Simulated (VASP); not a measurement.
Runs of VASP 6.6.1 on C. The structure is that of space group Fddd (No. 70), or close to it. The cells are those of the table. 

| cell | gap on the mesh (eV) | pressure (GPa) |
| --- | --- | --- |
| a = 2.384, b = 2.668, c = 2.538 Å, angles 54.5, 65.5, 60.0°, 2 atoms | 0.05 | (a) |
| a = 2.362, b = 2.693, c = 2.544 Å, angles 53.5, 66.5, 60.0°, 2 atoms | none | 8.7 |
| a = 2.718, b = 2.341, c = 2.550 Å, angles 67.4, 52.6, 60.0°, 2 atoms | none | (b) |
| a = 2.452, b = 2.594, c = 2.526 Å, angles 57.2, 62.8, 60.0°, 2 atoms | 2.16 | 0.4 |

Alike in all rows: task single point; level r2SCAN; potentials or basis VASP PAW PBE potentials, release 64 (C); no spin polarisation; k mesh 12 × 12 × 12; cutoff (eV) 520; smearing gaussian 0.05 eV.

Problem. Fill in the values left out.

Solution. (a) 5.9; (b) 11.8.

Caveats: the PAW data sets were made with another functional, which shifts forces and pressure a little.

A k mesh can miss the band edges.

A gap of «none» marks levels without a gap at the run's occupations.
